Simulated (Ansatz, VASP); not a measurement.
**One calculation of Sc3B2P, two programs**

```
Sc B P
1.0
     4.96872    0.00000    0.00000
     0.00000    4.96872    0.00000
     0.00000    0.00000    4.49115
Sc B P
3 2 1
Direct
  0.50000 0.00000 0.00000
  0.00000 0.50000 0.00000
  0.50000 0.50000 0.00000
  0.00000 0.00000 0.50000
  0.00000 0.00000 0.00000
  0.50000 0.50000 0.50000
```

Alike in both runs: task single point; functional PBE; k mesh 4 × 4 × 4; occupations gaussian, width 0.1 eV; no spin polarisation.

|  | VASP | Ansatz |
| --- | --- | --- |
| version | VASP 6.6.1 | Ansatz 0.2.0 |
| potentials or method | VASP PAW PBE potentials, release 64 (Sc_sv, B, P), cutoff 520 eV | scalar-relativistic, plane waves, PAW |
| valence electrons in the cell | 44 | 44 |

```csv
,VASP,Ansatz,Ansatz less VASP
gap on the k mesh at the Fermi level (eV),none,none,-
pressure (GPa),4.1,3.9,-0.18
"traceless stress, the component that is largest in VASP (GPa)",-2.05,-1.97,+0.083
```

A gap of «none» marks a metal or a gap that the smearing closes.
